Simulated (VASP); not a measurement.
Here is a VASP 6.6.1 calculation.

The input INCAR:

```
SYSTEM = H
  PREC = Accurate
  ENCUT = 500
  EDIFF = 1E-6
  ISMEAR = 0
  SIGMA = 0.1
  LREAL = .FALSE.
  LASPH = .TRUE.
  NELM = 120
  ALGO = Normal
  ISIF = 2
  LWAVE = .FALSE.
  LCHARG = .FALSE.
  GGA = CA
  NBANDS = 10
  GGA_COMPAT = .FALSE.
```

File KPOINTS:

```
Automatic mesh
0
G
  6 6 4
  0 0 0
```

File POSCAR:

```
H
1.0
    1.6485318600     -2.7316882300      0.0000000000
    1.6485318600      2.7316882300      0.0000000000
    0.0000000000      0.0000000000      6.3137686200
H
4
Direct
    0.5678085000      0.4321915000      0.9995149500
    0.4321915000      0.5678085000      0.0004850500
    0.4321915000      0.5678085000      0.4995149500
    0.5678085000      0.4321915000      0.5004850500
```

Potentials or basis: VASP PAW LDA potentials, release 64 (H).

Launch:

```sh
$ cat potpaw_LDA.64/H/POTCAR > POTCAR
$ mpirun -np 1 vasp_std > vasp.out
```

**Question.** Estimate the band gap on the k mesh.

**Answer.** 7.81 eV.

**Question.** Predict the largest force.

**Answer.** 0.982 eV/Å.

**Question.** What does it give for the pressure?

**Answer.** 0.7 GPa.

Forces on the atoms (eV/Å):
```
H    0.000 -0.982 -0.008
H    0.000  0.982  0.008
H    0.000  0.982 -0.008
H    0.000 -0.982  0.008
```

A k mesh can miss the band edges.
